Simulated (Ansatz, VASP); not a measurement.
**Si2Ni: VASP beside Ansatz**

```xyz
3
Lattice="0.0000 2.7062 2.7062 2.7062 0.0000 2.7062 2.7062 2.7062 0.0000" Properties=species:S:1:pos:R:3 pbc="T T T"
Si    1.3531    1.3531    1.3531
Si    4.0592    4.0592    4.0592
Ni    0.0000    0.0000    0.0000
```

Alike in both runs: task single point; functional PBE; dispersion D4; k mesh 8 × 8 × 8; occupations gaussian, width 0.05 eV; collinear spin.

|  | VASP | Ansatz |
| --- | --- | --- |
| version | VASP 6.6.1 | Ansatz 0.2.0 |
| potentials or method | VASP PAW PBE potentials, release 64 (Si, Ni), cutoff 520 eV | scalar-relativistic, plane waves, PAW |
| valence electrons in the cell | 18 | 26 |

VASP gave:

- gap on the k mesh at the Fermi level (eV): none
- pressure (GPa): -3.0
- net moment per atom (μB): 0.00

Q: Estimate Ansatz's values.

A: gap on the k mesh at the Fermi level (eV): none; pressure (GPa): -2.9; net moment per atom (μB): 0.00.

A gap of «none» marks a metal or a gap that the smearing closes. VASP's potentials hold 18 valence electrons a cell and Ansatz's 26, so a difference there can come from the potentials and not from the codes. Ansatz's warnings: seeded moment not kept.
